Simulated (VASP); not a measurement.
# TaSi2 (P6_222) in VASP: single point with PBE

Aim: the single point of TaSi2 with PBE.

Everything below comes from runs of VASP 6.6.1. Logs are shortened: lines on timing, memory, paths and dates and some standing lists are left out, and cuts for length are marked.

## 1. The cell of the first run

The structure is hexagonal, space group P6_222 (No. 180). Conventional cell: a = 4.912 Å, b = 4.912 Å, c = 6.693 Å, α = 90.00°, β = 90.00°, γ = 120.00°. Within 3.5 Å of Ta (site symmetry 222) lie 10 Si at 2.66 to 2.90 Å and 4 Ta at 3.32 Å. Si (site symmetry 2) has 9 Si at 2.61 to 3.40 Å and 5 Ta at 2.66 to 2.90 Å within 3.5 Å.

## 2. Single point, PBE (15.54 Å³/atom)

Contents of INCAR:

```
SYSTEM = TaSi2
PREC = Accurate
ENCUT = 520
EDIFF = 1E-6
ISMEAR = 0
SIGMA = 0.1
LREAL = .False.
LASPH = .True.
NELM = 100
ALGO = Fast
ISIF = 2
LWAVE = .False.
LCHARG = .True.
GGA = PE
LELF = .True.
LVHAR = .True.
NBANDS = 38
```

Contents of KPOINTS:

```
Automatic mesh
0
Gamma
  12 12 6
  0 0 0
```

Contents of POSCAR:

```
TaSi2
1.0
    4.9124575113      0.0000000000      0.0000000000
   -2.4562287557      4.2543129998      0.0000000000
    0.0000000000      0.0000000000      6.6925589370
Ta Si
3 6
Direct
    0.5000000000      0.0000000000      0.5000000000
    0.5000000000      0.5000000000      0.8333333333
    0.0000000000      0.5000000000      0.1666666667
    0.1588741255      0.3177482511      0.5000000000
    0.8411258745      0.1588741255      0.8333333333
    0.6822517489      0.8411258745      0.1666666667
    0.8411258745      0.6822517489      0.5000000000
    0.1588741255      0.8411258745      0.8333333333
    0.3177482511      0.1588741255      0.1666666667
```

Potentials or basis: VASP PAW PBE potentials, release 64 (Ta_pv, Si).

Run with:

```sh
> cat potpaw_PBE.64/Ta_pv/POTCAR potpaw_PBE.64/Si/POTCAR > POTCAR
> mpirun -np 1 vasp_std > vasp.out
```

OUTCAR:

```text
SYSTEM = TaSi2
   PREC = Accurate
   ENCUT = 520
   EDIFF = 1E-6
   ISMEAR = 0
   LREAL = .False.
   LASPH = .True.
   NELM = 100
   ISIF = 2
   GGA = PE

 ion  position               nearest neighbor table
   1  0.500  0.000  0.500-   6 2.66   9 2.66   8 2.66   5 2.66   4 2.80   7 2.80   7 2.80   4 2.80
                             4 2.90   7 2.90   3 3.32   3 3.32   2 3.32   2 3.32
   2  0.500  0.500  0.833-   4 2.66   7 2.66   6 2.66   9 2.66   8 2.80   5 2.80   8 2.80   5 2.80
                             8 2.90   5 2.90   1 3.32   1 3.32   3 3.32   3 3.32
   3  0.000  0.500  0.167-   4 2.66   7 2.66   5 2.66   8 2.66   9 2.80   6 2.80   9 2.80   6 2.80
                             6 2.90   9 2.90   1 3.32   1 3.32   2 3.32   2 3.32
   4  0.159  0.318  0.500-   5 2.61   9 2.61   3 2.66   2 2.66   7 2.70   1 2.80   1 2.80   1 2.90
                             7 2.90   7 2.90
   5  0.841  0.159  0.833-   4 2.61   6 2.61   1 2.66   3 2.66   8 2.70   2 2.80   2 2.80   2 2.90
                             8 2.90   8 2.90
   6  0.682  0.841  0.167-   7 2.61   5 2.61   1 2.66   2 2.66   9 2.70   3 2.80   3 2.80   3 2.90
                             9 2.90   9 2.90
   7  0.841  0.682  0.500-   8 2.61   6 2.61   3 2.66   2 2.66   4 2.70   1 2.80   1 2.80   1 2.90
                             4 2.90   4 2.90
   8  0.159  0.841  0.833-   7 2.61   9 2.61   1 2.66   3 2.66   5 2.70   2 2.80   2 2.80   2 2.90
                             5 2.90   5 2.90
   9  0.318  0.159  0.167-   4 2.61   8 2.61   1 2.66   2 2.66   6 2.70   3 2.80   3 2.80   3 2.90
                             6 2.90   6 2.90

  LATTYP: Found a hexagonal cell.
 ALAT       =     4.9124575113
 C/A-ratio  =     1.3623647475

  Lattice vectors:

 A1 = (   4.9124575113,   0.0000000000,   0.0000000000)
 A2 = (  -2.4562287557,   4.2543129998,   0.0000000000)
 A3 = (   0.0000000000,   0.0000000000,   6.6925589370)

Analysis of symmetry for initial positions (statically):
=====================================================================
 Subroutine PRICEL returns:
 Original cell was already a primitive cell.

 Routine SETGRP: Setting up the symmetry group for a
 hexagonal supercell.

 Subroutine GETGRP returns: Found 12 space group operations
 (whereof  4 operations were pure point group operations)
 out of a pool of 24 trial point group operations.

The static configuration has the point symmetry D_2 .
 The point group associated with its full space group is D_6 .

Analysis of symmetry for dynamics (positions and initial velocities):
=====================================================================
 Subroutine PRICEL returns:
 Original cell was already a primitive cell.

 Routine SETGRP: Setting up the symmetry group for a
 hexagonal supercell.

 Subroutine GETGRP returns: Found 12 space group operations
 (whereof  4 operations were pure point group operations)
 out of a pool of 24 trial point group operations.

The dynamic configuration has the point symmetry D_2 .
 The point group associated with its full space group is D_6 .

 Subroutine INISYM returns: Found 12 space group operations
 (whereof  4 operations are pure point group operations),
 and found     1 'primitive' translations

----------------------------------------------------------------------------------------

                                     Primitive cell

  volume of cell :     139.8687

  direct lattice vectors                    reciprocal lattice vectors
     4.912457511  0.000000000  0.000000000     0.203564102  0.117527789  0.000000000
    -2.456228756  4.254313000  0.000000000     0.000000000  0.235055578  0.000000000
     0.000000000  0.000000000  6.692558937     0.000000000  0.000000000  0.149419678

  length of vectors
     4.912457511  4.912457511  6.692558937     0.235055578  0.235055578  0.149419678

  position of ions in fractional coordinates (direct lattice)
     0.500000000  0.000000000  0.500000000
     0.500000000  0.500000000  0.833333333
     0.000000000  0.500000000  0.166666667
     0.158874125  0.317748251  0.500000000
     0.841125875  0.158874125  0.833333333
     0.682251749  0.841125875  0.166666667
     0.841125875  0.682251749  0.500000000
     0.158874125  0.841125875  0.833333333
     0.317748251  0.158874125  0.166666667

  ion indices of the primitive-cell ions
   primitive index   ion index
                 1           1
                 2           2
                 3           3
                 4           4
                 5           5
                 6           6
                 7           7
                 8           8
                 9           9

----------------------------------------------------------------------------------------

 KPOINTS: Automatic mesh

Automatic generation of k-mesh.
 Grid dimensions read from file:
 generate k-points for:   12   12    6

 Generating k-lattice:

  Cartesian coordinates                     Fractional coordinates (reciprocal lattice)
     0.016963675  0.009793982  0.000000000     0.083333333  0.000000000  0.000000000
     0.000000000  0.019587965  0.000000000     0.000000000  0.083333333  0.000000000
     0.000000000  0.000000000  0.024903280     0.000000000  0.000000000  0.166666667

  Length of vectors
     0.019587965  0.019587965  0.024903280

  Shift w.r.t. Gamma in fractional coordinates (k-lattice)
     0.000000000  0.000000000  0.000000000

 Subroutine IBZKPT returns following result:
 ===========================================

 Found     76 irreducible k-points:

 Following reciprocal coordinates:
            Coordinates               Weight
  0.000000  0.000000  0.000000      1.000000
  0.083333 -0.000000  0.000000      6.000000
  0.166667 -0.000000  0.000000      6.000000
  0.250000 -0.000000  0.000000      6.000000
  0.333333 -0.000000  0.000000      6.000000
  0.416667  0.000000  0.000000      6.000000
[... 16 lines left out ...]
  0.250000 -0.000000  0.166667     12.000000
  0.333333 -0.000000  0.166667     12.000000
 [... further k-points ...]
   k-points           NKPTS =     76   k-points in BZ     NKDIM =     76   number of bands    NBANDS=     38
   number of dos      NEDOS =    301   number of ions     NIONS =      9
   total plane-waves  NPLWV =  80000
   dimension x,y,z NGX =    40 NGY =   40 NGZ =   50
   dimension x,y,z NGXF=    80 NGYF=   80 NGZF=  100
   ions per type =               3   6
   NGX,Y,Z   is equivalent  to a cutoff of  13.54, 13.54, 12.42 a.u.
   NGXF,Y,Z  is equivalent  to a cutoff of  27.07, 27.07, 24.84 a.u.
 SYSTEM =  TaSi2
   PREC   = accura    normal or accurate (medium, high low for compatibility)
   ISTART =      0    job   : 0-new  1-cont  2-samecut
   ICHARG =      2    charge: 1-file 2-atom 10-const
   ISPIN  =      1    spin polarized calculation?
   LNONCOLLINEAR =      F non collinear calculations
   LSORBIT =      F    spin-orbit coupling
   LASPH  =      T    aspherical Exc in radial PAW
   ENCUT  =  520.0 eV  38.22 Ry    6.18 a.u.   9.13  9.13 12.44*2*pi/ulx,y,z
   NELM   =    100;   NELMIN=  2; NELMDL= -5     # of ELM steps
   EDIFF  = 0.1E-05   stopping-criterion for ELM
   LREAL  =      F    real-space projection
   EDIFFG = 0.1E-04   stopping-criterion for IOM
   NSW    =      0    number of steps for IOM
   IBRION =     -1    ionic relax: 0-MD 1-quasi-New 2-CG
   NFREE  =      0    steps in history (QN), initial steepest desc. (CG)
   ISIF   =      2    stress and relaxation
   ISYM   =      2    0-nonsym 1-usesym 2-fastsym
   POTIM  = 0.5000    time-step for ionic-motion
   TEBEG  =    0.0;   TEEND  =   0.0 temperature during run
   PSTRESS=    0.0 pullay stress
   NELECT =      57.0000    total number of electrons
   NUPDOWN=      -1.0000    fix difference up-down
   EMIN   =  10.00;   EMAX   =-10.00  energy-range for DOS
   EFERMI =   0.00;   METHOD = LEGACY
   ISMEAR =     0;   SIGMA  =   0.10  broadening in eV -4-tet -1-fermi 0-gaus
   EFERMI_NEDOS =   21; number of points for ismear=-14 and -15
   IALGO  =     68    algorithm
   IMIX   =      4    mixing-type and parameters
     AMIX     =   0.40;   BMIX     =  1.00
     AMIX_MAG =   1.60;   BMIX_MAG =  1.00
  volume/ion in A,a.u.               =      15.54       104.88
  Fermi-wavevector in a.u.,A,eV,Ry     =   1.213742  2.293639 20.043682  1.473169
  Thomas-Fermi vector in A             =   2.349184
   LORBIT       =      0    0 simple, 1 ext, 2 COOP (PROOUT), +10 PAW based schemes
   GGA     = PE    functional components
   LHFCALC =     F    Hartree Fock is set to
   AEXX    =    0.0000 exact exchange contribution
   IVDW    =     0    specifies the selected vdW correction
   LEPSILON=     F    determine dielectric tensor
   LRPA    =     F    only Hartree local field effects (RPA)
 non-spin polarized calculation
 RMM-DIIS sequential band-by-band and
 Gauss-broadening in eV      SIGMA  =   0.10
  energy-cutoff  :      520.00
  volume of cell :      139.87
 maximum number of plane-waves:      3788
 NGX is ok and might be reduce to    40
   NGX = 19   NGY = 19   NGZ = 25

 number of electron      57.0000003 magnetization

 Free energy of the ion-electron system (eV)
  ---------------------------------------------------
  ext. energy  EPLUGINS =         0.00000000
  ---------------------------------------------------
  free energy    TOTEN  =       -72.02461204 eV

  energy without entropy =      -72.00557336  energy(sigma->0) =      -72.01509270

 E-fermi :   8.5808     XC(G=0): -11.7511

 val. band max:        8.5467745022   @ k =   0.5000  -0.0000   0.0000
 cond. band min:       8.5958417277   @ k =   0.3333   0.1667   0.3333
 fundamental gap:      0.0490672255
 Fermi energy:         8.5807802983

 k-point     1 :       0.0000    0.0000    0.0000
  band No.  band energies     occupation
      1     -25.9899      2.00000
      2     -25.9731      2.00000
      3     -25.9731      2.00000
      4     -25.9244      2.00000
      5     -25.9244      2.00000
      6     -25.8545      2.00000
[... 30 lines left out ...]
     37      12.1745      0.00000
     38      12.2306      0.00000
[... 941 lines left out ...]
     37      12.3180      0.00000
     38      12.3959      0.00000

 [... further k-points ...]

------------------------ aborting loop because EDIFF is reached ----------------------------------------

  FORCE on cell =-STRESS in cart. coord.  units (eV):
  Direction    XX          YY          ZZ          XY          YZ          ZX
  --------------------------------------------------------------------------------------
  -------------------------------------------------------------------------------------
  Total       -8.1152950     -8.1152950     -8.1134906      0.0000000     -0.0000000      0.0000000
  in kB      -92.9596420    -92.9596420    -92.9389726      0.0000000     -0.0000000      0.0000000
  external PRESSURE =     -92.9527522 kB  Pullay stress =       0.0000000 kB

 VOLUME and BASIS-vectors are now :
 -----------------------------------------------------------------------------
  energy-cutoff  :      520.00
  volume of cell :      139.87
      direct lattice vectors                 reciprocal lattice vectors
     4.912457511  0.000000000  0.000000000     0.203564102  0.117527789  0.000000000
    -2.456228756  4.254313000  0.000000000     0.000000000  0.235055578  0.000000000
     0.000000000  0.000000000  6.692558937     0.000000000  0.000000000  0.149419678

 POSITION                                       TOTAL-FORCE (eV/Angst)
 -----------------------------------------------------------------------------------
      2.45623      0.00000      3.34628        -0.000000      0.000000     -0.000000
      1.22811      2.12716      5.57713        -0.000000      0.000000      0.000000
     -1.22811      2.12716      1.11543        -0.000000      0.000000      0.000000
     -0.00000      1.35180      3.34628         0.000000     -0.003753     -0.000000
      3.74176      0.67590      5.57713         0.003250     -0.001876     -0.000000
      1.28554      3.57841      1.11543         0.003250      0.001876     -0.000000
      2.45623      2.90251      3.34628        -0.000000      0.003753     -0.000000
     -1.28554      3.57841      5.57713        -0.003250      0.001876     -0.000000
      1.17069      0.67590      1.11543        -0.003250     -0.001876      0.000000
 -----------------------------------------------------------------------------------
    total drift:                                0.000000      0.000000     -0.000000

  FREE ENERGIE OF THE ION-ELECTRON SYSTEM (eV)
  ---------------------------------------------------
  free  energy   TOTEN  =       -72.0246120408 eV

  energy  without entropy=      -72.0055733572  energy(sigma->0) =      -72.01509270
```

Wall time 7.1 min (1 thread of Oxide Virtual Turin-like, shared host); peak memory 0.44 GiB.

What came out:

| Item | Value |
| --- | --- |
| Free energy | -72.0246 eV |
| Pressure | -9.3 GPa |
| Largest force | 0.004 eV/Å |
| Band gap on the k mesh | zero (an odd number of electrons rules out a gap without spin polarisation) |

Forces in eV/Å, atoms in the order of the input:
```
Ta   0.000  0.000  0.000
Ta   0.000  0.000  0.000
Ta   0.000  0.000  0.000
Si   0.000 -0.004  0.000
Si   0.003 -0.002  0.000
Si   0.003  0.002  0.000
Si   0.000  0.004  0.000
Si  -0.003  0.002  0.000
Si  -0.003 -0.002  0.000
```

Caveat: the cell stands under tension; spin-orbit coupling is left out, which moves the levels of the heavy elements.

The gap in the log of VASP goes by the Fermi energy; the results here count the filled bands.